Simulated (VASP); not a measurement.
A run of VASP 6.6.1 is set up as follows.

The input INCAR:

```
PREC     = Accurate       # precision mode
ENCUT    = 520            # plane-wave cutoff, eV
EDIFF    = 1E-6           # SCF threshold, eV
ISMEAR   = 0              # smearing method
SIGMA    = 0.1            # smearing width, eV
LREAL    = F              # projectors in reciprocal space
LASPH    = T              # aspherical terms in the spheres
NELM     = 80             # most SCF steps
ALGO     = Normal         # electronic algorithm
ISIF     = 2              # what is computed and relaxed
LWAVE    = F              # write WAVECAR
LCHARG   = F              # write CHGCAR
LDIPOL   = T            
IDIPOL   = 3            
DIPOL    = 0.5 0.5 0.488
GGA      = PS             # functional
NBANDS   = 42             # bands
```

File KPOINTS:

```
regular mesh
0
Gamma
  9 9 1
```

The input POSCAR:

```
Ta5N2
1.0
    3.2805195243      0.0000000000      0.0000000000
    0.0000000000      3.2805195243      0.0000000000
    0.0000000000      0.0000000000     26.6610390486
Ta N
5 2
Direct
    0.5000000000      0.5000000000      0.3188172818
    0.0000000000      0.0000000000      0.3803400064
    0.5000000000      0.5000000000      0.4408912884
    0.0000000000      0.0000000000      0.4990079364
    0.5000000000      0.5000000000      0.5795183088
    0.0000000000      0.0000000000      0.5725304692
    0.0000000000      0.0000000000      0.6223504267
```

Potentials or basis: VASP PAW PBE potentials, release 64 (Ta_pv, N).

Run with:

```console
$ cat potpaw_PBE.64/Ta_pv/POTCAR potpaw_PBE.64/N/POTCAR > POTCAR
$ mpirun -np 1 vasp_std > vasp.out
```

(1) What does it give for the largest force?

Results:

(1) 1.151 eV/Å.

Caveat: the PAW data sets were made with another functional, which shifts forces and pressure a little.
